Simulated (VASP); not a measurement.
Write the native input for VASP 6.6.1 that does the following.

```yaml
Task: single point
Functional: r2SCAN
Potentials_or_basis: VASP PAW PBE potentials, release 64 (Li_sv, F)
Cutoff: 520 eV
k_mesh: 10 × 10 × 10
Occupations: gaussian, width 0.05 eV
Spin: no spin polarisation
Dipole_correction: no
Further_INCAR_settings: ALGO = Normal; EDIFF = 1e-06; NBANDS = 12
```

Crystal: LiF.

```
Li F
1.0
     2.55953    0.00000    0.00000
     0.00000    2.55953    0.00000
     0.00000    0.00000    2.55953
Li F
1 1
Direct
  0.00000 0.00000 0.00000
  0.50000 0.50000 0.51465
```

This cell differs from its parent crystal: all F atoms moved +0.037 Å, as atom 2 along Cartesian [0 0 1].

These files were run (other wordings do the same):

POSCAR

```
LiF
1.0
    2.5595330000      0.0000000000      0.0000000000
    0.0000000000      2.5595330000      0.0000000000
    0.0000000000      0.0000000000      2.5595330000
Li F
1 1
Direct
    0.0000000000      0.0000000000      0.0000000000
    0.5000000000      0.5000000000      0.5146511102
```

INCAR.step1

```
SYSTEM = LiF
ALGO     = Normal         ! electronic algorithm
EDIFF    = 1E-4           ! SCF threshold, eV
ENCUT    = 520            ! plane-wave cutoff, eV
GGA      = PE             ! functional
ISMEAR   = 0              ! smearing method
LASPH    = .TRUE.         ! aspherical terms in the spheres
LCHARG   = .FALSE.        ! write CHGCAR
LREAL    = .FALSE.        ! projectors in reciprocal space
LWAVE    = .TRUE.         ! write WAVECAR
NBANDS   = 12             ! bands
NELM     = 60             ! most SCF steps
PREC     = Accurate       ! precision mode
SIGMA    = 0.05           ! smearing width, eV
```

INCAR.step2

```
SYSTEM = LiF
ALGO     = Normal         ! electronic algorithm
EDIFF    = 1E-6           ! SCF threshold, eV
ENCUT    = 520            ! plane-wave cutoff, eV
ISIF     = 2              ! what is computed and relaxed
ISMEAR   = 0              ! smearing method
ISTART   = 1            
LASPH    = .TRUE.         ! aspherical terms in the spheres
LCHARG   = .FALSE.        ! write CHGCAR
LMIXTAU  = .TRUE.       
LREAL    = .FALSE.        ! projectors in reciprocal space
LWAVE    = .FALSE.        ! write WAVECAR
METAGGA  = R2SCAN         ! meta-GGA
NBANDS   = 12             ! bands
NELM     = 60             ! most SCF steps
PREC     = Accurate       ! precision mode
SIGMA    = 0.05           ! smearing width, eV
```

KPOINTS

```
k-points
0
G
  10 10 10
  0 0 0
```

Potentials or basis: VASP PAW PBE potentials, release 64 (Li_sv, F).

Run with:

```bash
$ cat potpaw_PBE.64/Li_sv/POTCAR potpaw_PBE.64/F/POTCAR > POTCAR
$ cp INCAR.step1 INCAR
$ mpirun -np 1 vasp_std > vasp.out
$ cp INCAR.step2 INCAR
$ mpirun -np 1 vasp_std > vasp.out
```

It gave:

```json
{
 "Largest force": "0.036 eV/Å",
 "Band gap on the k mesh": "8.63 eV (least direct gap 9.32 eV)"
}
```

Caveat: the cell differs from its parent crystal (all F atoms moved +0.037 Å, as atom 2 along Cartesian [0 0 1]); the PAW data sets were made with another functional, which shifts forces and pressure a little.

Run time: 48 s on 1 thread of AMD EPYC 9R45 (Zen 5), on a shared host, peak memory 0.1 GiB.
